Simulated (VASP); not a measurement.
Input of a VASP 6.6.1 run:

INCAR

```
PREC = Accurate ; ENCUT = 520
EDIFF = 1E-6 ; ISMEAR = 0
SIGMA = 0.1 ; LREAL = F
LASPH = T ; NELM = 80
ALGO = Normal ; ISIF = 2
LWAVE = F ; LCHARG = F
GGA = PS ; NBANDS = 13
```

Contents of KPOINTS:

```
Automatic mesh
0
Gamma
  18 18 18
```

File POSCAR:

```
HfH2
1.0
   -1.6519145937      1.6519145937      1.8694179735
    1.6519145937     -1.6519145937      1.8694179735
    1.6519145937      1.6519145937     -1.8694179735
Hf H
1 2
Direct
    0.0000000000      0.0000000000      0.0000000000
    0.7500000000      0.2500000000      0.5000000000
    0.2500000000      0.7500000000      0.5000000000
```

Potentials or basis: VASP PAW PBE potentials, release 64 (Hf_pv, H).

Command:

```console
$ cat potpaw_PBE.64/Hf_pv/POTCAR potpaw_PBE.64/H/POTCAR > POTCAR
$ mpirun -np 1 vasp_std > vasp.out
```

Problem. Predict the band gap on the k mesh.

Solution. Zero (bands 6 and 7 overlap by 1.69 eV).

Problem. Estimate the pressure.

Solution. 49.7 GPa.

Stress tensor (GPa, compression positive):
```
49.72  0.00  0.00
 0.00 49.72  0.00
 0.00  0.00 49.63
```

Caveat: the cell stands under pressure; the PAW data sets were made with another functional, which shifts forces and pressure a little; spin-orbit coupling is left out, which moves the levels of the heavy elements.
